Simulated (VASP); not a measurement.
# Si (P2_1/m) in VASP: a series of runs

The runs below take Si through single point, with PBEsol.

Program: VASP 6.6.1. These are calculated values, not measurements. Logs are shortened: lines on timing, memory, paths and dates and some standing lists are left out, and cuts for length are marked.

## (1) The cell of the first run

Symmetry: P2_1/m, No. 11, monoclinic system. The conventional cell has a = 4.434 Å, b = 12.654 Å, c = 6.027 Å, α = 90.00°, β = 95.96°, γ = 90.00°. Within 3.4 Å of Si (site symmetry 1) lie 4 Si at 2.58 to 2.69 Å. Si (site symmetry 1) has 4 Si at 2.35 to 2.93 Å within 3.1 Å. Si (site symmetry 1) has 4 Si at 2.40 to 2.93 Å within 3.2 Å.

## (2) Single point, PBEsol

INCAR

```
SYSTEM = Si
PREC = Accurate
ENCUT = 520
EDIFF = 1E-6
ISMEAR = 0
SIGMA = 0.05
LREAL = .FALSE.
LASPH = .TRUE.
NELM = 80
ALGO = Fast
ISIF = 2
LWAVE = .FALSE.
LCHARG = .FALSE.
GGA = PS
NBANDS = 36
```

KPOINTS

```
regular mesh
0
G
  10 10 4
  0 0 0
```

POSCAR

```
Si
1.0
    3.0004425259     -6.4365498972      0.0000000000
    1.3961426791      5.8630822618      0.0000000000
    0.0000000000      0.0000000000     12.6538471797
Si
12
Direct
    0.7570405043      0.2429594957      0.9450993343
    0.2429594957      0.7570405043      0.0549006657
    0.7570405043      0.2429594957      0.5549006657
    0.2429594957      0.7570405043      0.4450993343
    0.4286865207      0.5713134793      0.1572242050
    0.5713134793      0.4286865207      0.8427757950
    0.4286865207      0.5713134793      0.3427757950
    0.5713134793      0.4286865207      0.6572242050
    0.9712162890      0.0287837110      0.9093716909
    0.0287837110      0.9712162890      0.0906283091
    0.9712162890      0.0287837110      0.5906283091
    0.0287837110      0.9712162890      0.4093716909
```

Potentials or basis: VASP PAW PBE potentials, release 64 (Si).

Started as:

```console
cat potpaw_PBE.64/Si/POTCAR > POTCAR
mpirun -np 1 vasp_std > vasp.out
```

OUTCAR:

```text
SYSTEM = Si
   PREC = Accurate
   ENCUT = 520
   EDIFF = 1E-6
   ISMEAR = 0
   LREAL = .FALSE.
   LASPH = .TRUE.
   NELM = 80
   ISIF = 2
   GGA = PS

 ion  position               nearest neighbor table
   1  0.757  0.243  0.945-   2 2.58   6 2.64   2 2.66   9 2.69
   2  0.243  0.757  0.055-   1 2.58   5 2.64   1 2.66  10 2.69
   3  0.757  0.243  0.555-   4 2.58   8 2.64   4 2.66  11 2.69
   4  0.243  0.757  0.445-   3 2.58   7 2.64   3 2.66  12 2.69
   5  0.429  0.571  0.157-   7 2.35  10 2.40   2 2.64  10 2.93
   6  0.571  0.429  0.843-   8 2.35   9 2.40   1 2.64   9 2.93
   7  0.429  0.571  0.343-   5 2.35  12 2.40   4 2.64  12 2.93
   8  0.571  0.429  0.657-   6 2.35  11 2.40   3 2.64  11 2.93
   9  0.971  0.029  0.909-   6 2.40  10 2.40   1 2.69   6 2.93
  10  0.029  0.971  0.091-   5 2.40   9 2.40   2 2.69   5 2.93
  11  0.971  0.029  0.591-   8 2.40  12 2.40   3 2.69   8 2.93
  12  0.029  0.971  0.409-   7 2.40  11 2.40   4 2.69   7 2.93

  Warning from LATTYP: Monoclinic adjustment (A1->A3, A2->A1, A3->A2)!
  Warning from LATTYP: Got some problem with cell dimensions!
  Tried to take original basis but could not verify dimensions!
  LATTYP: Found a simple monoclinic cell.
 ALAT       =     4.4338275331
 B/A-ratio  =     2.8539331052
 C/A-ratio  =     1.3593262531
 COS(beta)  =    -0.1038804532

  Lattice vectors:

 A1 = (   4.3965852050,  -0.5734676354,   0.0000000000)
 A2 = (   0.0000000000,   0.0000000000,  12.6538471797)
 A3 = (  -1.3961426791,  -5.8630822618,   0.0000000000)

Analysis of symmetry for initial positions (statically):
=====================================================================
 Subroutine PRICEL returns:
 Original cell was already a primitive cell.

 Routine SETGRP: Setting up the symmetry group for a
 simple monoclinic supercell.

 Subroutine GETGRP returns: Found  4 space group operations
 (whereof  2 operations were pure point group operations)
 out of a pool of  4 trial point group operations.

The static configuration has the point symmetry S_2 .
 The point group associated with its full space group is C_2h.

Analysis of symmetry for dynamics (positions and initial velocities):
=====================================================================
 Subroutine PRICEL returns:
 Original cell was already a primitive cell.

 Routine SETGRP: Setting up the symmetry group for a
 simple monoclinic supercell.

 Subroutine GETGRP returns: Found  4 space group operations
 (whereof  2 operations were pure point group operations)
 out of a pool of  4 trial point group operations.

The dynamic configuration has the point symmetry S_2 .
 The point group associated with its full space group is C_2h.

 Subroutine INISYM returns: Found  4 space group operations
 (whereof  2 operations are pure point group operations),
 and found     1 'primitive' translations

----------------------------------------------------------------------------------------

                                     Primitive cell

  volume of cell :     336.3163

  direct lattice vectors                    reciprocal lattice vectors
     3.000442526 -6.436549897  0.000000000     0.220597555 -0.052529650  0.000000000
     1.396142679  5.863082262  0.000000000     0.242174185  0.112891182  0.000000000
     0.000000000  0.000000000 12.653847180     0.000000000  0.000000000  0.079027349

  length of vectors
     7.101537153  6.027018167 12.653847180     0.226765618  0.267194227  0.079027349

  position of ions in fractional coordinates (direct lattice)
     0.757040504  0.242959496  0.945099334
     0.242959496  0.757040504  0.054900666
     0.757040504  0.242959496  0.554900666
     0.242959496  0.757040504  0.445099334
     0.428686521  0.571313479  0.157224205
     0.571313479  0.428686521  0.842775795
     0.428686521  0.571313479  0.342775795
     0.571313479  0.428686521  0.657224205
     0.971216289  0.028783711  0.909371691
     0.028783711  0.971216289  0.090628309
     0.971216289  0.028783711  0.590628309
     0.028783711  0.971216289  0.409371691

  ion indices of the primitive-cell ions
   primitive index   ion index
                 1           1
                 2           2
                 3           3
                 4           4
                 5           5
                 6           6
                 7           7
                 8           8
                 9           9
                10          10
                11          11
                12          12

----------------------------------------------------------------------------------------

 KPOINTS: regular mesh

Automatic generation of k-mesh.
 Grid dimensions read from file:
 generate k-points for:   10   10    4

 Generating k-lattice:

  Cartesian coordinates                     Fractional coordinates (reciprocal lattice)
     0.022059755 -0.005252965  0.000000000     0.100000000  0.000000000  0.000000000
     0.024217419  0.011289118  0.000000000     0.000000000  0.100000000  0.000000000
     0.000000000  0.000000000  0.019756837     0.000000000  0.000000000  0.250000000

  Length of vectors
     0.022676562  0.026719423  0.019756837

  Shift w.r.t. Gamma in fractional coordinates (k-lattice)
     0.000000000  0.000000000  0.000000000

 Subroutine IBZKPT returns following result:
 ===========================================

 Found    156 irreducible k-points:

 Following reciprocal coordinates:
            Coordinates               Weight
  0.000000  0.000000  0.000000      1.000000
  0.100000  0.000000  0.000000      2.000000
  0.200000  0.000000  0.000000      2.000000
  0.300000  0.000000  0.000000      2.000000
  0.400000  0.000000  0.000000      2.000000
  0.500000  0.000000  0.000000      1.000000
[... 16 lines left out ...]
 -0.400000  0.200000  0.000000      2.000000
 -0.300000  0.200000  0.000000      2.000000
 [... further k-points ...]
   k-points           NKPTS =    156   k-points in BZ     NKDIM =    156   number of bands    NBANDS=     36
   number of dos      NEDOS =    301   number of ions     NIONS =     12
   total plane-waves  NPLWV = 248832
   dimension x,y,z NGX =    54 NGY =   48 NGZ =   96
   dimension x,y,z NGXF=   108 NGYF=   96 NGZF=  192
   ions per type =              12
   NGX,Y,Z   is equivalent  to a cutoff of  12.64, 13.24, 12.61 a.u.
   NGXF,Y,Z  is equivalent  to a cutoff of  25.28, 26.48, 25.22 a.u.
 SYSTEM =  Si
   PREC   = accura    normal or accurate (medium, high low for compatibility)
   ISTART =      0    job   : 0-new  1-cont  2-samecut
   ICHARG =      2    charge: 1-file 2-atom 10-const
   ISPIN  =      1    spin polarized calculation?
   LNONCOLLINEAR =      F non collinear calculations
   LSORBIT =      F    spin-orbit coupling
   LASPH  =      T    aspherical Exc in radial PAW
   ENCUT  =  520.0 eV  38.22 Ry    6.18 a.u.  13.20 11.21 23.53*2*pi/ulx,y,z
   NELM   =     80;   NELMIN=  2; NELMDL= -5     # of ELM steps
   EDIFF  = 0.1E-05   stopping-criterion for ELM
   LREAL  =      F    real-space projection
   EDIFFG = 0.1E-04   stopping-criterion for IOM
   NSW    =      0    number of steps for IOM
   IBRION =     -1    ionic relax: 0-MD 1-quasi-New 2-CG
   NFREE  =      0    steps in history (QN), initial steepest desc. (CG)
   ISIF   =      2    stress and relaxation
   ISYM   =      2    0-nonsym 1-usesym 2-fastsym
   POTIM  = 0.5000    time-step for ionic-motion
   TEBEG  =    0.0;   TEEND  =   0.0 temperature during run
   PSTRESS=    0.0 pullay stress
   NELECT =      48.0000    total number of electrons
   NUPDOWN=      -1.0000    fix difference up-down
   EMIN   =  10.00;   EMAX   =-10.00  energy-range for DOS
   EFERMI =   0.00;   METHOD = LEGACY
   ISMEAR =     0;   SIGMA  =   0.05  broadening in eV -4-tet -1-fermi 0-gaus
   EFERMI_NEDOS =   21; number of points for ismear=-14 and -15
   IALGO  =     68    algorithm
   IMIX   =      4    mixing-type and parameters
     AMIX     =   0.40;   BMIX     =  1.00
     AMIX_MAG =   1.60;   BMIX_MAG =  1.00
  volume/ion in A,a.u.               =      28.03       189.13
  Fermi-wavevector in a.u.,A,eV,Ry     =   0.855538  1.616732  9.958719  0.731945
  Thomas-Fermi vector in A             =   1.972303
   LORBIT       =      0    0 simple, 1 ext, 2 COOP (PROOUT), +10 PAW based schemes
   GGA     = PS    functional components
   LHFCALC =     F    Hartree Fock is set to
   AEXX    =    0.0000 exact exchange contribution
   IVDW    =     0    specifies the selected vdW correction
   LEPSILON=     F    determine dielectric tensor
   LRPA    =     F    only Hartree local field effects (RPA)
 non-spin polarized calculation
 RMM-DIIS sequential band-by-band and
 Gauss-broadening in eV      SIGMA  =   0.05
  energy-cutoff  :      520.00
  volume of cell :      336.32
 maximum number of plane-waves:      9092
 NGX is ok and might be reduce to    54
   NGX = 27   NGY = 23   NGZ = 47

 number of electron      48.0000001 magnetization

 Free energy of the ion-electron system (eV)
  ---------------------------------------------------
  ext. energy  EPLUGINS =         0.00000000
  ---------------------------------------------------
  free energy    TOTEN  =       -60.27245697 eV

  energy without entropy =      -60.26784487  energy(sigma->0) =      -60.27015092

 E-fermi :   2.8787     XC(G=0):  -8.1856

 val. band max:        2.8785054926   @ k =  -0.1000   0.1000   0.2500
 cond. band min:       2.8794931528   @ k =   0.3000   0.3000   0.2500
 fundamental gap:      0.0009876602
 Fermi energy:         2.8787115992

 k-point     1 :       0.0000    0.0000    0.0000
  band No.  band energies     occupation
      1      -7.6505      2.00000
      2      -7.2155      2.00000
      3      -6.4539      2.00000
      4      -5.0102      2.00000
      5      -4.8445      2.00000
      6      -4.5067      2.00000
[... 28 lines left out ...]
     35       5.9918      0.00000
     36       6.3349      0.00000
[... 866 lines left out ...]
      6      -4.6705      2.00000
[... 28 lines left out ...]
     35       5.8755      0.00000
     36       5.8981      0.00000

 [... further k-points ...]

------------------------ aborting loop because EDIFF is reached ----------------------------------------

  FORCE on cell =-STRESS in cart. coord.  units (eV):
  Direction    XX          YY          ZZ          XY          YZ          ZX
  --------------------------------------------------------------------------------------
  -------------------------------------------------------------------------------------
  Total      -26.6125328    -30.0421414     -7.5762344     16.8583239      0.0000000      0.0000000
  in kB     -126.7794645   -143.1177797    -36.0924286     80.3113818      0.0000000      0.0000000
  external PRESSURE =    -101.9965576 kB  Pullay stress =       0.0000000 kB

 VOLUME and BASIS-vectors are now :
 -----------------------------------------------------------------------------
  energy-cutoff  :      520.00
  volume of cell :      336.32
      direct lattice vectors                 reciprocal lattice vectors
     3.000442526 -6.436549897  0.000000000     0.220597555 -0.052529650  0.000000000
     1.396142679  5.863082262  0.000000000     0.242174185  0.112891182  0.000000000
     0.000000000  0.000000000 12.653847180     0.000000000  0.000000000  0.079027349

 POSITION                                       TOTAL-FORCE (eV/Angst)
 -----------------------------------------------------------------------------------
      2.61066     -3.44824     11.95914        -0.005152     -0.067238      0.105862
      1.78592      2.87477      0.69470         0.005152      0.067238     -0.105862
      2.61066     -3.44824      7.02163        -0.005152     -0.067238     -0.105862
      1.78592      2.87477      5.63222         0.005152      0.067238      0.105862
      2.08388      0.59040      1.98949         0.155006      0.337325     -0.709576
      2.31270     -1.16386     10.66436        -0.155006     -0.337325      0.709576
      2.08388      0.59040      4.33743         0.155006      0.337325      0.709576
      2.31270     -1.16386      8.31641        -0.155006     -0.337325     -0.709576
      2.95426     -6.08252     11.50705         0.135257      0.109106      0.112733
      1.44232      5.50905      1.14680        -0.135257     -0.109106     -0.112733
      2.95426     -6.08252      7.47372         0.135257      0.109106     -0.112733
      1.44232      5.50905      5.18013        -0.135257     -0.109106      0.112733
 -----------------------------------------------------------------------------------
    total drift:                                0.000000     -0.000000      0.000000

  FREE ENERGIE OF THE ION-ELECTRON SYSTEM (eV)
  ---------------------------------------------------
  free  energy   TOTEN  =       -60.2724569662 eV

  energy  without entropy=      -60.2678448735  energy(sigma->0) =      -60.27015092
```

Run time: 62 min. Hardware: 1 thread of Oxide Virtual Turin-like, shared host; peak memory 1.3 GiB.

Results:

```
Free energy            : -60.2725 eV
Pressure               : -10.2 GPa
Largest force          : 0.801 eV/Å
Band gap on the k mesh : zero (bands 24 and 25 overlap by 0.41 eV)
```

Forces on the atoms (eV/Å):
```
Si  -0.005 -0.067  0.106
Si   0.005  0.067 -0.106
Si  -0.005 -0.067 -0.106
Si   0.005  0.067  0.106
Si   0.155  0.337 -0.710
Si  -0.155 -0.337  0.710
Si   0.155  0.337  0.710
Si  -0.155 -0.337 -0.710
Si   0.135  0.109  0.113
Si  -0.135 -0.109 -0.113
Si   0.135  0.109 -0.113
Si  -0.135 -0.109  0.113
```

Caveat: the stress differs along the axes, from -14 to -4 GPa; semilocal functionals underestimate gaps, and a narrow one can read as zero; the PAW data sets were made with another functional, which shifts forces and pressure a little.

## (3) Single point, PBEsol

This run uses another cell than the first one, of 21.34 Å³/atom.

INCAR

```
ALGO     = Fast           # electronic algorithm
EDIFF    = 1E-7           # SCF threshold, eV
ENCUT    = 520            # plane-wave cutoff, eV
GGA      = PS             # functional
ISIF     = 2              # what is computed and relaxed
ISMEAR   = 0              # smearing method
LASPH    = T              # aspherical terms in the spheres
LCHARG   = F              # write CHGCAR
LREAL    = F              # projectors in reciprocal space
LWAVE    = F              # write WAVECAR
NBANDS   = 36             # bands
NELM     = 100            # most SCF steps
PREC     = Accurate       # precision mode
SIGMA    = 0.05           # smearing width, eV
```

KPOINTS

```
k-points
0
Gamma
  10 10 4
```

Edit POSCAR of step 2 so:

```diff
@@ -2,4 +2,4 @@
 1.0
-    3.0004425259     -6.4365498972      0.0000000000
-    1.3961426791      5.8630822618      0.0000000000
+    2.4463254004     -5.5388220346      0.0000000000
+    1.3767921692      5.1565102776      0.0000000000
     0.0000000000      0.0000000000     12.6538471797
```

Potentials or basis: VASP PAW PBE potentials, release 64 (Si).

Started as:

```console
cat potpaw_PBE.64/Si/POTCAR > POTCAR
mpirun -np 1 vasp_std > vasp.out
```

Run time: 65 min. Hardware: 1 thread of Oxide Virtual Turin-like, shared host; peak memory 1 GiB.

Results (log left out):

* Free energy: -65.7573 eV
* Pressure: 1.9 GPa
* Largest force: 2.104 eV/Å
* Band gap on the k mesh: zero (bands 24 and 25 overlap by 0.10 eV)

Forces in eV/Å, atoms in the order of the input:
```
Si  -0.279 -0.065 -0.200
Si   0.279  0.065  0.200
Si  -0.279 -0.065  0.200
Si   0.279  0.065 -0.200
Si   1.961  0.582  0.493
Si  -1.961 -0.582 -0.493
Si   1.961  0.582 -0.493
Si  -1.961 -0.582  0.493
Si   1.806  0.397  0.402
Si  -1.806 -0.397 -0.402
Si   1.806  0.397 -0.402
Si  -1.806 -0.397  0.402
```

Stress tensor (GPa, compression positive):
```
 2.85 12.57  0.00
12.57  0.93  0.00
 0.00  0.00  1.78
```

Levels at points of the mesh, in eV from the Fermi level:
| k point | band 22 | band 23 | band 24 | band 25 | band 26 | band 27 |
| --- | --- | --- | --- | --- | --- | --- |
| (0.00, 0.00, 0.00) | -0.70 | -0.64 | -0.42 | 0.27 | 0.92 | 1.07 |
| (0.50, 0.00, 0.00) | -2.20 | -2.18 | -1.86 | 0.26 | 0.61 | 0.72 |
| (0.00, 0.50, 0.00) | -1.44 | -1.31 | -0.65 | 0.62 | 1.02 | 1.43 |
| (0.50, 0.50, 0.00) | -0.85 | -0.35 | 0.10 | 0.33 | 0.57 | 0.98 |
| (0.00, 0.00, 0.50) | -1.06 | -0.96 | -0.96 | 0.70 | 0.70 | 1.48 |
| (0.50, 0.00, 0.50) | -2.58 | -1.87 | -1.87 | 0.49 | 0.49 | 1.00 |
| (0.00, 0.50, 0.50) | -1.44 | -1.03 | -1.03 | 1.03 | 1.03 | 1.31 |
| (0.50, 0.50, 0.50) | -1.10 | -0.15 | -0.15 | 0.34 | 0.34 | 1.18 |

Caveat: semilocal functionals underestimate gaps, and a narrow one can read as zero; the PAW data sets were made with another functional, which shifts forces and pressure a little.

The gap in the log of VASP goes by the Fermi energy; the results here count the filled bands.